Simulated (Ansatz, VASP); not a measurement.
## One calculation of ReS, two programs

```
CELL_PARAMETERS angstrom
0.00000 2.61833 2.61833
2.61833 0.00000 2.61833
2.61833 2.61833 0.00000
ATOMIC_POSITIONS crystal
Re 0.00382 0.99618 0.00382
S 0.25000 0.25000 0.25000
```

Alike in both runs: task single point; functional PBE; k mesh 12 × 12 × 12; occupations gaussian, width 0.05 eV; collinear spin.

|  | VASP | Ansatz |
| --- | --- | --- |
| version | VASP 6.6.1 | Ansatz 0.2.0 |
| potentials or method | VASP PAW PBE potentials, release 64 (Re, S), cutoff 520 eV | scalar-relativistic, plane waves, PAW |
| valence electrons in the cell | 13 | 21 |

Ansatz gave:

| Quantity | Value |
| --- | --- |
| gap on the k mesh at the Fermi level (eV) | none |
| pressure (GPa) | 0.0 |
| traceless stress, the component that is largest in VASP (GPa) | 1.68 |
| rms of the force components (eV/Å) | 0.178 |
| net moment per atom (μB) | 0.00 |

**Question.** Which values does VASP return?

**Answer.** gap on the k mesh at the Fermi level (eV): none; pressure (GPa): 1.3; traceless stress, the component that is largest in VASP (GPa): 1.75; rms of the force components (eV/Å): 0.186; net moment per atom (μB): 0.01.

Atom by atom the forces differ by 0.008 eV/Å (rms over components). A gap of «none» marks a metal or a gap that the smearing closes. The functional is the same, so the differences come from potentials, cutoffs and numerics. VASP's potentials hold 13 valence electrons a cell and Ansatz's 21, so a difference there can come from the potentials and not from the codes. Ansatz's warnings: seeded moment not kept, stability check not made.

Neither program's run includes spin-orbit coupling.
